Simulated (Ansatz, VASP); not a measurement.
**BN: VASP beside Ansatz**

```
B N
1.0
     2.67075    0.00000    0.00000
    -1.33537    2.15498    0.00000
     0.00000    0.00000    6.73365
B N
2 2
Direct
  0.33333 0.66667 0.25000
  0.66667 0.33333 0.75000
  0.33333 0.66667 0.75000
  0.66667 0.33333 0.25000
```

Change from the starting cell: normal strain along x +0.0733, normal strain along z +0.0367.

Alike in both runs: task relaxation of the atoms; functional LDA; k mesh 12 × 12 × 4; occupations gaussian, width 0.05 eV; no spin polarisation.

```csv
,VASP,Ansatz
version,VASP 6.6.1,Ansatz 0.2.0
potentials or method,"VASP PAW LDA potentials, release 64 (B, N), cutoff 520 eV","scalar-relativistic, plane waves, PAW"
valence electrons in the cell,16,16
```

VASP gave:

- gap on the k mesh at the Fermi level, each at its own relaxed structure (eV): 3.69

Estimate Ansatz's values.

gap on the k mesh at the Fermi level, each at its own relaxed structure (eV): 3.78.

Ansatz warns that its potentials were made for another functional, while VASP's fit it. LDA's correlation is that of Perdew and Zunger in VASP and of Perdew and Wang (1992) in Ansatz. Ansatz's warnings: stress scf threshold loose.
